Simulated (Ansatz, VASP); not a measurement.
**Two plane-wave programs on Bi2Se3**

INCAR

```
PREC = Accurate ; ENCUT = 520
EDIFF = 1E-6 ; ISMEAR = -1
SIGMA = 0.02 ; LREAL = False
LASPH = True ; NELM = 80
ALGO = Normal ; ISIF = 2
LWAVE = False ; LCHARG = True
GGA = PE ; LELF = True
LVHAR = True ; NBANDS = 32
```

The input KPOINTS:

```
regular mesh
0
Gamma
  8 8 8
```

POSCAR

```
Bi2Se3
1.0
    1.9676243906      1.1360084716     10.2750635928
   -1.9676243906      1.1360084716     10.2750635928
    0.0000000000     -2.2720169432     10.2750635928
Bi Se
2 3
Direct
    0.3987598102      0.3987598102      0.3987598102
    0.6012401898      0.6012401898      0.6012401898
    0.2141433924      0.2141433924      0.2141433924
    0.7858566076      0.7858566076      0.7858566076
    0.0000000000      0.0000000000      0.0000000000
```

Input for Ansatz:

```yaml
crystal:
  lattice:
    - [1.9676243906, 1.1360084716, 10.2750635928]
    - [-1.9676243906, 1.1360084716, 10.2750635928]
    - [0.0, -2.2720169432, 10.2750635928]
  atoms:
    - { symbol: Bi, position: [0.3987598102, 0.3987598102, 0.3987598102] }
    - { symbol: Bi, position: [0.6012401898, 0.6012401898, 0.6012401898] }
    - { symbol: Se, position: [0.2141433924, 0.2141433924, 0.2141433924] }
    - { symbol: Se, position: [0.7858566076, 0.7858566076, 0.7858566076] }
    - { symbol: Se, position: [0.0, 0.0, 0.0] }
kpoints:
  mp_grid: { grid: [8, 8, 8] }
  band_path:
    path:
      - [0.0, 0.0, 0.0]
      - [0.5, 0.5, 0.5]
      - [0.8233141804, 0.1766858196, 0.5]
      - [0.5, -0.1766858196, 0.1766858196]
      - [0.5, 0.0, 0.0]
      - [0.3383429098, -0.3383429098, 0.0]
      - [0.6616570902, 0.0, 0.3383429098]
      - [0.5, 0.0, 0.5]
      - [-0.497396, -0.179688, -0.179688]
    npoints: 1
hamiltonian:
  xc: pbe
scf:
  occupations: { method: fermi_dirac, width: 0.02 }
  n_extra_bands: 5
output:
  forces: true
  stress: true
  eigenvalues: true
```

Change from the starting cell: epitaxial_xy strain -5.0%.

Alike in both runs: task single point; functional PBE; k mesh 8 × 8 × 8; occupations fermi-dirac, width 0.02 eV; no spin polarisation.

```csv
,VASP,Ansatz
version,VASP 6.6.1,Ansatz 0.2.0
potentials or method,"VASP PAW PBE potentials, release 64 (Bi_d, Se)","plane waves, PAW"
plane-wave cutoff (eV),520,420
valence electrons in the cell,48,78
```

|  | VASP | Ansatz | Ansatz less VASP |
| --- | --- | --- | --- |
| pressure (GPa) | 5.7 | 5.6 | -0.04 |
| traceless stress, the component that is largest in VASP (GPa) | -3.18 | -3.19 | -0.011 |
| rms of the force components (eV/Å) | 0.095 | 0.088 | -0.0071 |

Atom by atom the forces differ by 0.007 eV/Å (rms over components). The functional is the same, so the differences come from potentials, cutoffs and numerics. VASP's potentials hold 48 valence electrons a cell and Ansatz's 78, so a difference there can come from the potentials and not from the codes.

Neither program's run includes spin-orbit coupling.
